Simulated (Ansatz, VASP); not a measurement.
# EuS: VASP beside Ansatz

Contents of INCAR:

```
SYSTEM = EuS
PREC     = Accurate       ! precision mode
ENCUT    = 600            ! plane-wave cutoff, eV
EDIFF    = 1E-6           ! SCF threshold, eV
ISMEAR   = -1             ! smearing method
SIGMA    = 0.3            ! smearing width, eV
LREAL    = .FALSE.        ! projectors in reciprocal space
LASPH    = .TRUE.         ! aspherical terms in the spheres
NELM     = 200            ! most SCF steps
ALGO     = Normal         ! electronic algorithm
ISIF     = 2              ! what is computed and relaxed
LWAVE    = .FALSE.        ! write WAVECAR
LCHARG   = .FALSE.        ! write CHGCAR
ISPIN    = 2              ! spin polarisation
MAGMOM   = 4.9 0          ! initial moments
LORBIT   = 11             ! projections on sites
LMAXMIX  = 6              ! l up to which the mixer works
LDAU     = .TRUE.         ! DFT+U
LDAUTYPE = 2            
LDAUL    = 3 -1           ! shell
LDAUU    = 1.5 0          ! U, eV
LDAUJ    = 0 0          
LDAUPRINT= 1            
GGA      = PS             ! functional
NBANDS   = 22             ! bands
GGA_COMPAT= .FALSE.
```

KPOINTS

```
Automatic mesh
0
G
  7 7 7
  0 0 0
```

Contents of POSCAR:

```
EuS
1.0
    0.0000000000      2.9785000000      2.9785000000
    2.9785000000      0.0000000000      2.9785000000
    2.9785000000      2.9785000000      0.0000000000
Eu S
1 1
Direct
    0.0000000000      0.0000000000      0.0000000000
    0.5000000000      0.5000000000      0.5000000000
```

Input for Ansatz:

```yaml
crystal:
  lattice:
    - [0.0, 2.9785, 2.9785]
    - [2.9785, 0.0, 2.9785]
    - [2.9785, 2.9785, 0.0]
  atoms:
    - { symbol: Eu, position: [0.0, 0.0, 0.0] }
    - { symbol: S, position: [0.5, 0.5, 0.5] }
kpoints:
  mp_grid:
    grid: [7, 7, 7]
    shift: [0.0, 0.0, 0.0]
hamiltonian:
  xc: pbesol
  hubbard:
    - { species: Eu, l: f, u_eff: 1.5 }
magnetization:
  spin_polarized: true
  per_species:
    Eu: 4.9
scf:
  mixing:
    algorithm: msr1
    beta: 0.1
  occupations:
    method: fermi_dirac
    width: 0.3
  eigensolver:
    kind: davidson
output:
  eigenvalues: true
```

Alike in both runs: task single point; functional PBEsol; k mesh 7 × 7 × 7; occupations fermi-dirac, width 0.3 eV; collinear spin; Hubbard terms Eu f U = 1.5 eV.

|  | VASP | Ansatz |
| --- | --- | --- |
| version | VASP 6.6.1 | Ansatz 0.2.0 |
| potentials or method | VASP PAW PBE potentials, release 64 (Eu, S) | plane waves, PAW |
| plane-wave cutoff (eV) | 600 | 420 |
| valence electrons in the cell | 23 | 23 |

Ansatz gave:

| Item | Value |
| --- | --- |
| gap on the k mesh at the Fermi level (eV) | none |
| net moment per atom (μB) | 3.45 |
| size of the moment on the site where the two differ most (μB) | 6.72 |

Q: Which values does VASP return?

A: gap on the k mesh at the Fermi level (eV): none; net moment per atom (μB): 3.44; size of the moment on the site where the two differ most (μB): 6.56.

VASP's potentials were made for PBE, not for PBEsol. Site moments also hang on the region over which each program counts them. The programs project onto different local orbitals, so the same U acts differently, and such runs can settle in different states. A gap of «none» marks a metal or a gap that the smearing closes. Ansatz's warnings: filled band counts differ across k points.

Spin-orbit coupling is off throughout.
